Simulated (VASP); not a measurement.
# Sc2Mo (P6/mmm) in VASP: notebook

The runs below take Sc2Mo through single point, relaxation of cell and atoms, with PBE.

Everything below comes from runs of VASP 6.6.1. Logs are shortened: lines on timing, memory, paths and dates and some standing lists are left out, and cuts for length are marked.

### Step 1. The cell of the first run

The structure is hexagonal, space group P6/mmm (No. 191). The conventional cell has a = 4.869 Å, b = 4.869 Å, c = 2.853 Å, α = 90.00°, β = 90.00°, γ = 120.00°. Within 3.7 Å of Sc (site symmetry -6m2) lie 5 Sc at 2.81 to 2.85 Å and 6 Mo at 3.15 Å. Mo (site symmetry 6/mmm) has 2 Mo at 2.85 Å and 12 Sc at 3.15 Å within 3.8 Å.

The cell was generated, and may not be a known phase.

### Step 2. Single point, PBE

Input file INCAR:

```
PREC     = Accurate       # precision mode
ENCUT    = 520            # plane-wave cutoff, eV
EDIFF    = 1E-6           # SCF threshold, eV
ISMEAR   = 0              # smearing method
SIGMA    = 0.1            # smearing width, eV
LREAL    = F              # projectors in reciprocal space
LASPH    = T              # aspherical terms in the spheres
NELM     = 60             # most SCF steps
ALGO     = Fast           # electronic algorithm
ISIF     = 2              # what is computed and relaxed
LWAVE    = F              # write WAVECAR
LCHARG   = F              # write CHGCAR
GGA      = PE             # functional
NBANDS   = 25             # bands
```

Input file KPOINTS:

```
regular mesh
0
Gamma
  12 12 16
```

Input file POSCAR:

```
Sc2Mo
1.0
    4.8692699552      0.0000000000      0.0000000000
   -2.4346349776      4.2169114791      0.0000000000
    0.0000000000      0.0000000000      2.8527673068
Sc Mo
2 1
Direct
    0.6666666667      0.3333333333      0.5000000000
    0.3333333333      0.6666666667      0.5000000000
    0.0000000000      0.0000000000      0.0000000000
```

Potentials or basis: VASP PAW PBE potentials, release 64 (Sc_sv, Mo_sv).

Run with:

```sh
> cat potpaw_PBE.64/Sc_sv/POTCAR potpaw_PBE.64/Mo_sv/POTCAR > POTCAR
> mpirun -np 1 vasp_std > vasp.out
```

OUTCAR:

```text
PREC = Accurate
   ENCUT = 520
   EDIFF = 1E-6
   ISMEAR = 0
   LREAL = F
   LASPH = T
   NELM = 60
   ISIF = 2
   GGA = PE

 ion  position               nearest neighbor table
   1  0.667  0.333  0.500-   2 2.81   2 2.81   2 2.81   3 3.15   3 3.15   3 3.15   3 3.15   3 3.15
                             3 3.15
   2  0.333  0.667  0.500-   1 2.81   1 2.81   1 2.81   3 3.15   3 3.15   3 3.15   3 3.15   3 3.15
                             3 3.15
   3  0.000  0.000  0.000-   1 3.15   2 3.15   1 3.15   2 3.15   1 3.15   1 3.15   2 3.15   2 3.15
                             1 3.15   1 3.15   2 3.15   2 3.15

  LATTYP: Found a hexagonal cell.
 ALAT       =     4.8692699552
 C/A-ratio  =     0.5858716672

  Lattice vectors:

 A1 = (   4.8692699552,   0.0000000000,   0.0000000000)
 A2 = (  -2.4346349776,   4.2169114791,   0.0000000000)
 A3 = (   0.0000000000,   0.0000000000,   2.8527673068)

Analysis of symmetry for initial positions (statically):
=====================================================================
 Subroutine PRICEL returns:
 Original cell was already a primitive cell.

 Routine SETGRP: Setting up the symmetry group for a
 hexagonal supercell.

 Subroutine GETGRP returns: Found 24 space group operations
 (whereof 24 operations were pure point group operations)
 out of a pool of 24 trial point group operations.

The static configuration has the point symmetry D_6h.

Analysis of symmetry for dynamics (positions and initial velocities):
=====================================================================
 Subroutine PRICEL returns:
 Original cell was already a primitive cell.

 Routine SETGRP: Setting up the symmetry group for a
 hexagonal supercell.

 Subroutine GETGRP returns: Found 24 space group operations
 (whereof 24 operations were pure point group operations)
 out of a pool of 24 trial point group operations.

The dynamic configuration has the point symmetry D_6h.

 Subroutine INISYM returns: Found 24 space group operations
 (whereof 24 operations are pure point group operations),
 and found     1 'primitive' translations

----------------------------------------------------------------------------------------

                                     Primitive cell

  volume of cell :      58.5767

  direct lattice vectors                    reciprocal lattice vectors
     4.869269955  0.000000000  0.000000000     0.205369595  0.118570191  0.000000000
    -2.434634978  4.216911479  0.000000000     0.000000000  0.237140382  0.000000000
     0.000000000  0.000000000  2.852767307     0.000000000  0.000000000  0.350536827

  length of vectors
     4.869269955  4.869269955  2.852767307     0.237140382  0.237140382  0.350536827

  position of ions in fractional coordinates (direct lattice)
     0.666666667  0.333333333  0.500000000
     0.333333333  0.666666667  0.500000000
     0.000000000  0.000000000  0.000000000

  ion indices of the primitive-cell ions
   primitive index   ion index
                 1           1
                 2           2
                 3           3

----------------------------------------------------------------------------------------

 KPOINTS: regular mesh

Automatic generation of k-mesh.
 Grid dimensions read from file:
 generate k-points for:   12   12   16

 Generating k-lattice:

  Cartesian coordinates                     Fractional coordinates (reciprocal lattice)
     0.017114133  0.009880849  0.000000000     0.083333333  0.000000000  0.000000000
     0.000000000  0.019761699  0.000000000     0.000000000  0.083333333  0.000000000
     0.000000000  0.000000000  0.021908552     0.000000000  0.000000000  0.062500000

  Length of vectors
     0.019761699  0.019761699  0.021908552

  Shift w.r.t. Gamma in fractional coordinates (k-lattice)
     0.000000000  0.000000000  0.000000000

 Subroutine IBZKPT returns following result:
 ===========================================

 Found    171 irreducible k-points:

 Following reciprocal coordinates:
            Coordinates               Weight
  0.000000  0.000000  0.000000      1.000000
  0.083333 -0.000000  0.000000      6.000000
  0.166667 -0.000000  0.000000      6.000000
  0.250000 -0.000000  0.000000      6.000000
  0.333333 -0.000000  0.000000      6.000000
  0.416667 -0.000000  0.000000      6.000000
[... 16 lines left out ...]
  0.250000 -0.000000  0.062500     12.000000
  0.333333 -0.000000  0.062500     12.000000
 [... further k-points ...]
   k-points           NKPTS =    171   k-points in BZ     NKDIM =    171   number of bands    NBANDS=     25
   number of dos      NEDOS =    301   number of ions     NIONS =      3
   total plane-waves  NPLWV =  31104
   dimension x,y,z NGX =    36 NGY =   36 NGZ =   24
   dimension x,y,z NGXF=    72 NGYF=   72 NGZF=   48
   ions per type =               2   1
   NGX,Y,Z   is equivalent  to a cutoff of  12.29, 12.29, 13.99 a.u.
   NGXF,Y,Z  is equivalent  to a cutoff of  24.58, 24.58, 27.97 a.u.
 SYSTEM =  unknown system
   PREC   = accura    normal or accurate (medium, high low for compatibility)
   ISTART =      0    job   : 0-new  1-cont  2-samecut
   ICHARG =      2    charge: 1-file 2-atom 10-const
   ISPIN  =      1    spin polarized calculation?
   LNONCOLLINEAR =      F non collinear calculations
   LSORBIT =      F    spin-orbit coupling
   LASPH  =      T    aspherical Exc in radial PAW
   ENCUT  =  520.0 eV  38.22 Ry    6.18 a.u.   9.05  9.05  5.30*2*pi/ulx,y,z
   NELM   =     60;   NELMIN=  2; NELMDL= -5     # of ELM steps
   EDIFF  = 0.1E-05   stopping-criterion for ELM
   LREAL  =      F    real-space projection
   EDIFFG = 0.1E-04   stopping-criterion for IOM
   NSW    =      0    number of steps for IOM
   IBRION =     -1    ionic relax: 0-MD 1-quasi-New 2-CG
   NFREE  =      0    steps in history (QN), initial steepest desc. (CG)
   ISIF   =      2    stress and relaxation
   ISYM   =      2    0-nonsym 1-usesym 2-fastsym
   POTIM  = 0.5000    time-step for ionic-motion
   TEBEG  =    0.0;   TEEND  =   0.0 temperature during run
   PSTRESS=    0.0 pullay stress
   NELECT =      36.0000    total number of electrons
   NUPDOWN=      -1.0000    fix difference up-down
   EMIN   =  10.00;   EMAX   =-10.00  energy-range for DOS
   EFERMI =   0.00;   METHOD = LEGACY
   ISMEAR =     0;   SIGMA  =   0.10  broadening in eV -4-tet -1-fermi 0-gaus
   EFERMI_NEDOS =   21; number of points for ismear=-14 and -15
   IALGO  =     68    algorithm
   IMIX   =      4    mixing-type and parameters
     AMIX     =   0.40;   BMIX     =  1.00
     AMIX_MAG =   1.60;   BMIX_MAG =  1.00
  volume/ion in A,a.u.               =      19.53       131.76
  Fermi-wavevector in a.u.,A,eV,Ry     =   1.391877  2.630266 26.358850  1.937321
  Thomas-Fermi vector in A             =   2.515674
   LORBIT       =      0    0 simple, 1 ext, 2 COOP (PROOUT), +10 PAW based schemes
   GGA     = PE    functional components
   LHFCALC =     F    Hartree Fock is set to
   AEXX    =    0.0000 exact exchange contribution
   IVDW    =     0    specifies the selected vdW correction
   LEPSILON=     F    determine dielectric tensor
   LRPA    =     F    only Hartree local field effects (RPA)
 non-spin polarized calculation
 RMM-DIIS sequential band-by-band and
 Gauss-broadening in eV      SIGMA  =   0.10
  energy-cutoff  :      520.00
  volume of cell :       58.58
 maximum number of plane-waves:      1605
   NGX = 19   NGY = 19   NGZ = 11

 number of electron      36.0000003 magnetization

 Free energy of the ion-electron system (eV)
  ---------------------------------------------------
  ext. energy  EPLUGINS =         0.00000000
  ---------------------------------------------------
  free energy    TOTEN  =       -22.65408933 eV

  energy without entropy =      -22.62997686  energy(sigma->0) =      -22.64203310

 E-fermi :   6.4556     XC(G=0): -11.2878

 val. band max:        6.4527757569   @ k =   0.4167   0.0833   0.1875
 cond. band min:       6.4598849603   @ k =   0.3333   0.1667   0.4375
 fundamental gap:      0.0071092034
 Fermi energy:         6.4555816167

 k-point     1 :       0.0000    0.0000    0.0000
  band No.  band energies     occupation
      1     -54.0287      2.00000
      2     -42.8129      2.00000
      3     -42.6456      2.00000
      4     -28.0915      2.00000
      5     -28.0915      2.00000
      6     -27.7479      2.00000
[... 17 lines left out ...]
     24       8.1359      0.00000
     25       9.4888      0.00000

 k-point     2 :       0.0833   -0.0000    0.0000
  band No.  band energies     occupation
      1     -54.0287      2.00000
      2     -42.8105      2.00000
      3     -42.6481      2.00000
      4     -28.0916      2.00000
      5     -28.0914      2.00000
      6     -27.7479      2.00000
[... 17 lines left out ...]
     24       8.1665      0.00000
     25       9.5459      0.00000

 k-point     3 :       0.1667   -0.0000    0.0000
  band No.  band energies     occupation
      1     -54.0286      2.00000
      2     -42.8033      2.00000
      3     -42.6556      2.00000
      4     -28.0920      2.00000
      5     -28.0910      2.00000
      6     -27.7478      2.00000
[... 17 lines left out ...]
     24       8.2579      0.00000
     25       9.6825      0.00000

 k-point     4 :       0.2500   -0.0000    0.0000
  band No.  band energies     occupation
      1     -54.0286      2.00000
      2     -42.7921      2.00000
      3     -42.6672      2.00000
      4     -28.0926      2.00000
      5     -28.0905      2.00000
      6     -27.7477      2.00000
[... 17 lines left out ...]
     24       8.4234      0.00000
     25       9.8199      0.00000
[... 477 lines left out ...]
 k-point    22 :       0.1667   -0.0000    0.0625
  band No.  band energies     occupation
      1     -54.0261      2.00000
      2     -42.7996      2.00000
      3     -42.6521      2.00000
      4     -28.0893      2.00000
      5     -28.0883      2.00000
      6     -27.7723      2.00000
[... 17 lines left out ...]
     24       8.2774      0.00000
     25       9.6650      0.00000

 k-point    23 :       0.2500   -0.0000    0.0625
  band No.  band energies     occupation
      1     -54.0261      2.00000
      2     -42.7885      2.00000
      3     -42.6637      2.00000
      4     -28.0898      2.00000
      5     -28.0878      2.00000
      6     -27.7722      2.00000
[... 17 lines left out ...]
     24       8.4412      0.00000
     25       9.8289      0.00000

 k-point    24 :       0.3333   -0.0000    0.0625
  band No.  band energies     occupation
      1     -54.0261      2.00000
      2     -42.7747      2.00000
      3     -42.6779      2.00000
      4     -28.0903      2.00000
      5     -28.0873      2.00000
      6     -27.7721      2.00000
[... 17 lines left out ...]
     24       8.6791      0.00000
     25       9.8241      0.00000

 [... further k-points ...]

------------------------ aborting loop because EDIFF is reached ----------------------------------------

  FORCE on cell =-STRESS in cart. coord.  units (eV):
  Direction    XX          YY          ZZ          XY          YZ          ZX
  --------------------------------------------------------------------------------------
  -------------------------------------------------------------------------------------
  Total        0.0735004      0.0735004      0.0679392      0.0000000      0.0000000      0.0000000
  in kB        2.0103677      2.0103677      1.8582607      0.0000000      0.0000000      0.0000000
  external PRESSURE =       1.9596654 kB  Pullay stress =       0.0000000 kB

 VOLUME and BASIS-vectors are now :
 -----------------------------------------------------------------------------
  energy-cutoff  :      520.00
  volume of cell :       58.58
      direct lattice vectors                 reciprocal lattice vectors
     4.869269955  0.000000000  0.000000000     0.205369595  0.118570191  0.000000000
    -2.434634978  4.216911479  0.000000000     0.000000000  0.237140382  0.000000000
     0.000000000  0.000000000  2.852767307     0.000000000  0.000000000  0.350536827

 POSITION                                       TOTAL-FORCE (eV/Angst)
 -----------------------------------------------------------------------------------
      2.43463      1.40564      1.42638        -0.000000      0.000000     -0.000000
     -0.00000      2.81127      1.42638         0.000000      0.000000      0.000000
      0.00000      0.00000      0.00000         0.000000      0.000000     -0.000000
 -----------------------------------------------------------------------------------
    total drift:                                0.000000      0.000000     -0.000000

  FREE ENERGIE OF THE ION-ELECTRON SYSTEM (eV)
  ---------------------------------------------------
  free  energy   TOTEN  =       -22.6540893349 eV

  energy  without entropy=      -22.6299768576  energy(sigma->0) =      -22.64203310
```

Wall time 6.1 min (1 thread of Oxide Virtual Turin-like, shared host); peak memory 0.31 GiB.

Results:

- Free energy: -22.6541 eV
- Pressure: 0.2 GPa
- Band gap on the k mesh: zero (bands 18 and 19 overlap by 0.62 eV)

### Step 3. Relaxation of cell and atoms, PBE

Input file INCAR:

```
SYSTEM = Sc2Mo
PREC     = Accurate       ! precision mode
ENCUT    = 600            ! plane-wave cutoff, eV
EDIFF    = 1E-6           ! SCF threshold, eV
ISMEAR   = 0              ! smearing method
SIGMA    = 0.1            ! smearing width, eV
LREAL    = .FALSE.        ! projectors in reciprocal space
LASPH    = .TRUE.         ! aspherical terms in the spheres
NELM     = 100            ! most SCF steps
ALGO     = Fast           ! electronic algorithm
ISIF     = 3              ! what is computed and relaxed
LWAVE    = .FALSE.        ! write WAVECAR
LCHARG   = .FALSE.        ! write CHGCAR
GGA      = PE             ! functional
IBRION   = 2              ! ionic algorithm
NSW      = 100            ! ionic steps
EDIFFG   = -0.01          ! ionic threshold
```

Input file KPOINTS:

```
Automatic mesh
0
G
  12 12 16
  0 0 0
```

Input file POSCAR:

```
Sc2Mo
1.0
    4.8638208568      0.0000000000      0.0000000000
   -2.4319104284      4.2121924215      0.0000000000
    0.0000000000      0.0000000000      2.8590081802
Sc Mo
2 1
Direct
    0.6666666667      0.3333333333      0.5000000000
    0.3333333333      0.6666666667      0.5000000000
    0.0000000000      0.0000000000      0.0000000000
```

Potentials or basis: VASP PAW PBE potentials, release 64 (Sc_sv, Mo_sv).

Run with:

```sh
> cat potpaw_PBE.64/Sc_sv/POTCAR potpaw_PBE.64/Mo_sv/POTCAR > POTCAR
> mpirun -np 1 vasp_std > vasp.out
```

It took 17 min on 1 thread of Oxide Virtual Turin-like, shared host; peak memory 0.37 GiB.

The run converged. Its results:

```
Free energy                           : -22.6547 eV
Relaxed volume                        : 19.57 Å³/atom
Relaxed cell                          : a = 4.873 Å, b = 4.873 Å, c = 2.855 Å, α = 90.00°, β = 90.00°, γ = 120.00°
Space group after relaxing (to 0.1 Å) : P6/mmm (No. 191)
Energy gained by relaxing             : 0.1 meV/atom
Ionic steps                           : 4
Pressure after relaxing               : 0.0 GPa
Band gap on the k mesh                : zero (bands 18 and 19 overlap by 0.61 eV)
```

Step by step:
```
step  energy change (eV)  largest force (eV/Å)  pressure (GPa)  volume (Å³)
   1              0.0000                0.0000            0.21        58.57
   2             -0.0002                0.0000           -0.15        58.79
   3             -0.0002                0.0000           -0.09        58.75
   4             -0.0002                0.0000           -0.01        58.71
```

Final structure:
```
Sc Mo
1.0
     4.87304    0.00000    0.00000
    -2.43652    4.22018    0.00000
     0.00000    0.00000    2.85496
Sc Mo
2 1
Direct
  0.66667 0.33333 0.50000
  0.33333 0.66667 0.50000
  0.00000 0.00000 0.00000
```

Levels at points of the mesh, in eV from the Fermi level:
```tsv
k point	band 14	band 15	band 16	band 17	band 18	band 19	band 20	band 21	band 22
(0.00, 0.00, 0.00)	-2.47	-1.24	-1.24	-0.15	-0.15	0.31	0.43	1.66	1.66
(0.50, 0.00, 0.00)	-3.10	-2.81	-1.22	-0.74	0.25	0.26	0.61	1.10	1.33
(0.00, 0.00, 0.50)	-2.24	-2.13	-2.13	-1.65	-1.37	1.45	1.45	2.15	2.15
(0.50, 0.00, 0.50)	-2.36	-1.91	-1.26	-0.20	-0.17	0.11	0.25	1.56	1.68
```
